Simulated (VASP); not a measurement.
# H11C2NO4 in VASP: notebook, part 2 of 2

VASP 6.6.1. The steps go on from the part before.

### Step 4. Single point, r2SCAN+D3(BJ)

POSCAR

```
H11C2NO4
1.0
    5.9154820000      0.0000000000      0.0000000000
    0.0000000000      5.9154820000      0.0000000000
    0.0000000000      0.0000000000      5.9154820000
O H C N
4 11 2 1
Direct
    0.3217996437      0.2511545129      0.2829186193
    0.6952265259      0.9608008274      0.0775084769
    0.2760721781      0.7379956528      0.0443581774
    0.9668189338      0.9225114707      0.7152756107
    0.2848119562      0.4002378843      0.2216725535
    0.2500218917      0.1367428723      0.1937796447
    0.7521956791      0.9836392030     -0.0698167960
    0.6464223879      1.1025306137      0.1447219347
    0.1879643958      0.7992417186     -0.0835096785
    0.4340136611      0.7692357106     -0.0010988116
    0.9319274406      0.7754397697      0.6539281161
    1.0479450364      0.9673260776      0.5751179701
    0.7305237342      0.4551784622      0.8718816151
    0.5856834659      0.3027310370      0.6523897799
    0.8437351343      0.4157733892      0.6231952020
    0.6904424694      0.4640027643      0.7029013020
    0.5617969930      0.6719148161      0.6276242578
    0.4181062507      0.7787192996      0.5545786463
```

INCAR.step1

```
SYSTEM = H11C2NO4
ALGO = Normal ; EDIFF = 1E-5
ENCUT = 580 ; GGA = PE
GGA_COMPAT = .FALSE. ; ISMEAR = -1
LASPH = .TRUE. ; LCHARG = .FALSE.
LREAL = .FALSE. ; LWAVE = .TRUE.
NBANDS = 39 ; NELM = 120
PREC = Accurate ; SIGMA = 0.02
```

INCAR.step2

```
SYSTEM = H11C2NO4
ALGO = Normal ; EDIFF = 1E-6
ENCUT = 580 ; GGA_COMPAT = .FALSE.
ISIF = 2 ; ISMEAR = -1
ISTART = 1 ; IVDW = 12
LASPH = .TRUE. ; LCHARG = .FALSE.
LMIXTAU = .TRUE. ; LREAL = .FALSE.
LWAVE = .FALSE. ; METAGGA = R2SCAN
NBANDS = 39 ; NELM = 120
PREC = Accurate ; SIGMA = 0.02
VDW_A1 = 0.49484001 ; VDW_A2 = 5.73083694
VDW_S6 = 1.0 ; VDW_S8 = 0.78981345
```

KPOINTS

```
k-points
0
G
  1 1 1
  0 0 0
```

Potentials or basis: VASP PAW PBE potentials, release 64 (O, H, C, N).

On the command line:

```
cat potpaw_PBE.64/O/POTCAR potpaw_PBE.64/H/POTCAR potpaw_PBE.64/C/POTCAR potpaw_PBE.64/N/POTCAR > POTCAR
cp INCAR.step1 INCAR
mpirun -np 1 vasp_gam > vasp.out
cp INCAR.step2 INCAR
mpirun -np 1 vasp_gam > vasp.out
```

OUTCAR:

```text
SYSTEM = H11C2NO4
   EDIFF = 1E-6
   ENCUT = 580
   ISIF = 2
   ISMEAR = -1
   ISTART = 1
   IVDW = 12
   LASPH = .TRUE.
   LREAL = .FALSE.
   METAGGA = R2SCAN
   NELM = 120
   PREC = Accurate
 IVDW          = 12

 ion  position               nearest neighbor table
   1  0.322  0.251  0.283-   6 0.96   5 0.98
   2  0.695  0.961  0.078-   7 0.94   8 0.97
   3  0.276  0.738  0.044-   9 0.99  10 0.99
   4  0.967  0.923  0.715-  11 0.96  12 0.99
[... 262 lines left out ...]
  -------------------------------------------------------------------------------------
  Total       0.90581    -5.68246     2.67984     0.74699    -0.37167    -0.94735
  in kB       7.01096   -43.98218    20.74193     5.78168    -2.87674    -7.33251
  external pressure =       -5.41 kB  Pullay stress =        0.00 kB

 VOLUME and BASIS-vectors are now :
 -----------------------------------------------------------------------------
  energy-cutoff  :      580.00
  volume of cell :      207.00
      direct lattice vectors                 reciprocal lattice vectors
     5.915482000  0.000000000  0.000000000     0.169047932  0.000000000  0.000000000
     0.000000000  5.915482000  0.000000000     0.000000000  0.169047932  0.000000000
     0.000000000  0.000000000  5.915482000     0.000000000  0.000000000  0.169047932

 POSITION                                       TOTAL-FORCE (eV/Angst)
 -----------------------------------------------------------------------------------
      1.90360      1.48570      1.67360         0.372728      0.856880      0.418755
      4.11260      5.68360      0.45850        -0.478830     -0.265688      1.420756
      1.63310      4.36560      0.26240         0.125049      0.159285     -0.882541
      5.71920      5.45710      4.23120         0.817971      0.137411     -1.856128
      1.68480      2.36760      1.31130        -0.035901     -0.390684     -0.103977
      1.47900      0.80890      1.14630        -0.188484     -0.345834     -0.379643
[... 10 lines left out ...]
      3.32330      3.97470      3.71270         1.960349     -3.811403      0.690817
      2.47330      4.60650      3.28060        -0.978573      1.511124     -0.601630
 -----------------------------------------------------------------------------------
    total drift:                               -0.001397      0.000298      0.000294

  FREE ENERGIE OF THE ION-ELECTRON SYSTEM (eV)
  ---------------------------------------------------
  free  energy   TOTEN  =      -101.3036258862 eV

  energy  without entropy=     -101.3036258862  energy(sigma->0) =     -101.30362589
```

OUTCAR.step1:

```text
SYSTEM = H11C2NO4
   EDIFF = 1E-5
   ENCUT = 580
   GGA = PE
   ISMEAR = -1
   LASPH = .TRUE.
[... 288 lines left out ...]
      1.47900      0.80890      1.14630        -0.365980     -0.608591     -0.581768
[... 10 lines left out ...]
      3.32330      3.97470      3.71270         2.460426     -4.055924      0.946060
      2.47330      4.60650      3.28060        -1.534800      1.873024     -0.895449
 -----------------------------------------------------------------------------------
    total drift:                                0.000407     -0.003019      0.000648

  FREE ENERGIE OF THE ION-ELECTRON SYSTEM (eV)
  ---------------------------------------------------
  free  energy   TOTEN  =       -93.9200897407 eV

  energy  without entropy=      -93.9200897407  energy(sigma->0) =      -93.92008974
```

OSZICAR.step1:

```text
N       E                     dE             d eps       ncg     rms          rms(c)
DAV:   1     0.401632929785E+03    0.40163E+03   -0.27087E+04    78   0.123E+03
DAV:   2    -0.645733549277E+02   -0.46621E+03   -0.44081E+03   101   0.299E+02
DAV:   3    -0.103721383506E+03   -0.39148E+02   -0.38879E+02   100   0.908E+01
DAV:   4    -0.104284333205E+03   -0.56295E+00   -0.56229E+00   100   0.126E+01
DAV:   5    -0.104292536045E+03   -0.82028E-02   -0.82020E-02   100   0.145E+00    0.190E+01
DAV:   6    -0.947421989381E+02    0.95503E+01   -0.25020E+01    92   0.242E+01    0.834E+00
DAV:   7    -0.941372089156E+02    0.60499E+00   -0.20531E+00   100   0.650E+00    0.497E+00
DAV:   8    -0.939324193405E+02    0.20479E+00   -0.40443E-01   100   0.374E+00    0.164E+00
DAV:   9    -0.939187237842E+02    0.13696E-01   -0.77948E-02   100   0.154E+00    0.458E-01
DAV:  10    -0.939195002164E+02   -0.77643E-03   -0.19075E-02   100   0.874E-01    0.229E-01
DAV:  11    -0.939203068025E+02   -0.80659E-03   -0.46705E-03    92   0.374E-01    0.116E-01
DAV:  12    -0.939202622647E+02    0.44538E-04   -0.77387E-04    92   0.189E-01    0.533E-02
DAV:  13    -0.939201045326E+02    0.15773E-03   -0.21644E-04    92   0.929E-02    0.171E-02
DAV:  14    -0.939200943232E+02    0.10209E-04   -0.44804E-05   100   0.410E-02    0.109E-02
DAV:  15    -0.939200897407E+02    0.45825E-05   -0.10881E-05    61   0.243E-02
   1 F= -.93920090E+02 E0= -.93920090E+02  d E =-.262373E-11
```

Wall time 1.7 min (1 thread of AMD EPYC 9R14 (Zen 4), shared host); peak memory 0.3 GiB.

What came out:

| Property | Result |
| --- | --- |
| Free energy | -101.3036 eV |
| Pressure | -0.5 GPa |
| Largest force | 4.341 eV/Å |
| Dispersion energy per atom | -0.018 eV |

Forces on the atoms (eV/Å):
```
O    0.373  0.857  0.419
O   -0.479 -0.266  1.421
O    0.125  0.159 -0.883
O    0.818  0.137 -1.856
H   -0.036 -0.391 -0.104
H   -0.188 -0.346 -0.380
H    0.669  0.601 -1.040
H   -0.229 -0.303 -0.265
H    0.268 -0.304  0.623
H   -0.851  0.152  0.802
H   -0.411 -0.560  0.540
H    0.035  0.674  1.067
H   -0.022  0.308  2.542
H    0.407  1.786  0.629
H    1.183  0.670 -1.116
C   -2.644 -0.876 -2.489
C    1.960 -3.811  0.691
N   -0.979  1.511 -0.602
```

Stress tensor (GPa, compression positive):
```
 0.70  0.58 -0.73
 0.58 -4.40 -0.29
-0.73 -0.29  2.07
```

Levels at points of the mesh, in eV from the Fermi level:
```
           k point  band 20  band 21  band 22  band 23  band 24  band 25  band 26  band 27  band 28  band 29
(0.00, 0.00, 0.00)    -2.14    -1.79    -1.32    -0.99    -0.54     4.34     5.80     5.95     7.70     8.48
```

Caveat: the k points lie up to 1.06 Å⁻¹ apart; the atoms stand as in a frame of molecular dynamics; the PAW data sets were made with another functional, which shifts forces and pressure a little.

### Step 5. Single point, r2SCAN+D3(BJ)

POSCAR

```
H11C2NO4
1.0
    5.9154820000      0.0000000000      0.0000000000
    0.0000000000      5.9154820000      0.0000000000
    0.0000000000      0.0000000000      5.9154820000
O H C N
4 11 2 1
Direct
    0.3086139050      0.2489737945      0.3008884145
    0.7022420151      0.9637929758      0.0761391887
    0.2750747953      0.7222403855      0.0414505530
    0.9539205765      0.9198743230      0.7009910604
    0.3055541374      0.3972119263      0.2264228004
    0.2873476751      0.1393631153      0.1835015304
    0.7679340416      0.9994620895     -0.0656920264
    0.6736898194      1.1130792047      0.1388052571
    0.2042099021      0.7868674100     -0.0905251677
    0.4395077189      0.7736647665      0.0416196009
    0.8912037937      0.7756595321      0.6822436447
    1.0493819439      0.9733441840      0.5742220161
    0.7326030237      0.5000606882      0.8878904542
    0.5870865637      0.3194160679      0.6864191287
    0.8441408494      0.4747880223      0.6100939873
    0.7012108227      0.4779154091      0.7161546599
    0.5522626897      0.6600983656      0.6223330576
    0.4274207917      0.7761666759      0.5351043246
```

INCAR.step1

```
SYSTEM = H11C2NO4
PREC     = Accurate       ! precision mode
ENCUT    = 580            ! plane-wave cutoff, eV
ISMEAR   = -1             ! smearing method
SIGMA    = 0.02           ! smearing width, eV
LREAL    = .False.        ! projectors in reciprocal space
LASPH    = .True.         ! aspherical terms in the spheres
NELM     = 120            ! most SCF steps
NBANDS   = 39             ! bands
GGA      = PE             ! functional
ALGO     = Normal         ! electronic algorithm
EDIFF    = 1E-5           ! SCF threshold, eV
LWAVE    = .True.         ! write WAVECAR
LCHARG   = .False.        ! write CHGCAR
GGA_COMPAT= .False.
```

INCAR.step2

```
SYSTEM = H11C2NO4
PREC     = Accurate       ! precision mode
ENCUT    = 580            ! plane-wave cutoff, eV
EDIFF    = 1E-6           ! SCF threshold, eV
ISMEAR   = -1             ! smearing method
SIGMA    = 0.02           ! smearing width, eV
LREAL    = .False.        ! projectors in reciprocal space
LASPH    = .True.         ! aspherical terms in the spheres
NELM     = 120            ! most SCF steps
ALGO     = Normal         ! electronic algorithm
ISIF     = 2              ! what is computed and relaxed
LWAVE    = .False.        ! write WAVECAR
LCHARG   = .True.         ! write CHGCAR
METAGGA  = R2SCAN         ! meta-GGA
LMIXTAU  = .True.       
IVDW     = 12             ! dispersion correction
VDW_S6   = 1.0          
VDW_S8   = 0.78981345   
VDW_A1   = 0.49484001   
VDW_A2   = 5.73083694   
LELF     = .True.         ! ELF
LVHAR    = .True.       
NBANDS   = 39             ! bands
ISTART   = 1            
GGA_COMPAT= .False.
```

KPOINTS

```
regular mesh
0
Gamma
  1 1 1
  0 0 0
```

On the command line:

```
cat potpaw_PBE.64/O/POTCAR potpaw_PBE.64/H/POTCAR potpaw_PBE.64/C/POTCAR potpaw_PBE.64/N/POTCAR > POTCAR
cp INCAR.step1 INCAR
mpirun -np 1 vasp_gam > vasp.out
cp INCAR.step2 INCAR
mpirun -np 1 vasp_gam > vasp.out
```

It took 1.7 min on 1 thread of AMD EPYC 9R14 (Zen 4), shared host; peak memory 0.3 GiB.

Results (log left out):

| Item | Value |
| --- | --- |
| Free energy | -101.5000 eV |
| Pressure | 0.2 GPa |
| Largest force | 4.669 eV/Å |
| Dispersion energy per atom | -0.018 eV |

Forces on the atoms (eV/Å):
```
O    0.231  0.981  0.103
O   -0.697  0.443  0.992
O    1.688  0.066  0.365
O    1.373  2.419  0.139
H   -0.221 -0.355  0.153
H   -0.105 -0.463 -0.228
H    0.839 -0.060 -1.239
H   -0.289 -0.510  0.387
H    0.040  0.124 -0.175
H   -1.883 -0.113  0.044
H    0.016 -0.979 -0.916
H   -0.694 -0.951  0.601
H    0.477  0.269  1.754
H    1.436  1.187  0.277
H    1.406 -0.578 -0.561
C   -4.102 -0.483 -2.176
C    2.435 -3.106  1.834
N   -1.949  2.109 -1.352
```

Stress tensor (GPa, compression positive):
```
-0.56 -1.84 -0.02
-1.84 -1.53  0.85
-0.02  0.85  2.64
```

Levels at points of the mesh, in eV from the Fermi level:
| k point | band 22 | band 23 | band 24 | band 25 | band 26 | band 27 |
| --- | --- | --- | --- | --- | --- | --- |
| (0.00, 0.00, 0.00) | -1.24 | -0.92 | -0.54 | 4.71 | 6.36 | 6.50 |

Caveat: the k points lie up to 1.06 Å⁻¹ apart; the atoms stand as in a frame of molecular dynamics; the PAW data sets were made with another functional, which shifts forces and pressure a little.

### Step 6. The runs side by side

| cell | pressure (GPa) | largest force (eV/Å) |
| --- | --- | --- |
| as given, atomic positions A | -0.3 | 3.60 |
| as given, atomic positions B | 0.6 | 3.03 |
| as given, atomic positions C | -0.5 | 4.34 |
| as given, atomic positions D | 0.2 | 4.67 |

Alike in all rows: task single point; level r2SCAN+D3(BJ); potentials or basis VASP PAW PBE potentials, release 64 (O, H, C, N); no spin polarisation; k mesh 1 × 1 × 1; cutoff (eV) 580; smearing fermi-dirac 0.02 eV.

Caveats: all runs use coarse meshes; the PAW data sets were made with another functional, which shifts forces and pressure a little; the atoms stand as in a frame of molecular dynamics (at least some runs).

Total energies depend on the potentials used, so only differences within one code and one set of settings carry meaning.
